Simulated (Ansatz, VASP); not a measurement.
## One calculation of Ti2O, two programs

The input POSCAR:

```
Ti2O
1.0
    2.9193980238      0.0000000000      0.0000000000
   -1.4596990119      2.5282728524      0.0000000000
    0.0000000000      0.0000000000      4.7130000000
Ti O
2 1
Direct
    0.6666666667      0.3333333333      0.2787400000
    0.3333333333      0.6666666667      0.7212600000
    0.0000000000      0.0000000000      0.0000000000
```

File INCAR.step1:

```
ALGO = Normal
EDIFF = 1E-5
ENCUT = 660
GGA = PE
GGA_COMPAT = F
ISMEAR = 0
LASPH = T
LCHARG = F
LREAL = F
LWAVE = T
NBANDS = 22
NELM = 120
PREC = Accurate
SIGMA = 0.01
```

The input INCAR.step2:

```
ALGO = Normal
EDIFF = 1E-6
ENCUT = 660
GGA_COMPAT = F
ISIF = 2
ISMEAR = 0
ISTART = 1
LASPH = T
LCHARG = F
LMIXTAU = T
LREAL = F
LWAVE = F
METAGGA = R2SCAN
NBANDS = 22
NELM = 120
PREC = Accurate
SIGMA = 0.01
```

KPOINTS

```
k-points
0
Gamma
  9 9 5
```

Input for Ansatz:

```yaml
crystal:
  lattice:
    - [2.9193980238, 0.0, 0.0]
    - [-1.4596990119, 2.5282728524, 0.0]
    - [0.0, 0.0, 4.713]
  atoms:
    - { symbol: Ti, position: [0.6666666667, 0.3333333333, 0.27874] }
    - { symbol: Ti, position: [0.3333333333, 0.6666666667, 0.72126] }
    - { symbol: O, position: [0.0, 0.0, 0.0] }
basis:
  ecutwfc: 500
kpoints:
  mp_grid: { grid: [9, 9, 5] }
hamiltonian:
  xc: r2scan
scf:
  occupations: { method: gaussian, width: 0.01 }
output:
  forces: true
  stress: true
  eigenvalues: true
```

Alike in both runs: task single point; functional r2SCAN; k mesh 9 × 9 × 5; occupations gaussian, width 0.01 eV; no spin polarisation.

|  | VASP | Ansatz |
| --- | --- | --- |
| version | VASP 6.6.1 | Ansatz 0.2.0 |
| potentials or method | VASP PAW PBE potentials, release 64 (Ti_sv, O), cutoff 660 eV | scalar-relativistic, plane waves, PAW |
| valence electrons in the cell | 30 | 30 |

|  | VASP | Ansatz | Ansatz less VASP |
| --- | --- | --- | --- |
| gap on the k mesh at the Fermi level (eV) | none | none | - |
| pressure (GPa) | 10.0 | 9.0 | -0.98 |
| traceless stress, the component that is largest in VASP (GPa) | 4.94 | 4.90 | -0.041 |
| rms of the force components (eV/Å) | 0.491 | 0.511 | +0.0207 |

VASP's potentials were made for PBE, not for r2SCAN. Atom by atom the forces differ by 0.021 eV/Å (rms over components). A gap of «none» marks a metal or a gap that the smearing closes.
